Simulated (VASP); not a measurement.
Input of a VASP 6.6.1 run:

INCAR

```
PREC = Accurate
ENCUT = 520
EDIFF = 1E-6
ISMEAR = 0
SIGMA = 0.1
LREAL = False
LASPH = True
NELM = 150
ALGO = Normal
ISIF = 2
LWAVE = False
LCHARG = False
ISPIN = 2
MAGMOM = 1.21 1.21 0.22 0.16 0.16
LORBIT = 11
LMAXMIX = 4
GGA = PE
NBANDS = 32
```

The input KPOINTS:

```
Automatic mesh
0
Gamma
  6 6 4
```

Contents of POSCAR:

```
Pt2F3
1.0
    4.5620502077      0.0000000000      0.0000000000
   -2.2810251039      3.9508513732      0.0000000000
    0.0000000000      0.0000000000      4.0643340677
Pt F
2 3
Direct
    0.3333333333      0.6666666667      0.0002302712
    0.6666666667      0.3333333333      0.9997697288
    0.0000000000      0.0000000000      0.0000000000
    0.3333333333      0.6666666667      0.5002567541
    0.6666666667      0.3333333333      0.4997432459
```

Potentials or basis: VASP PAW PBE potentials, release 64 (Pt, F).

The run is started by

```console
$ cat potpaw_PBE.64/Pt/POTCAR potpaw_PBE.64/F/POTCAR > POTCAR
$ mpirun -np 1 vasp_std > vasp.out
```

Estimate the pressure.

-0.1 GPa.

Estimate the largest force.

0.003 eV/Å.

Estimate the net moment.

0.00 μB per cell.

Stress tensor (GPa, compression positive):
```
-0.42  0.00  0.00
 0.00 -0.42  0.00
 0.00  0.00  0.66
```

Caveat: the k points lie up to 0.39 Å⁻¹ apart.
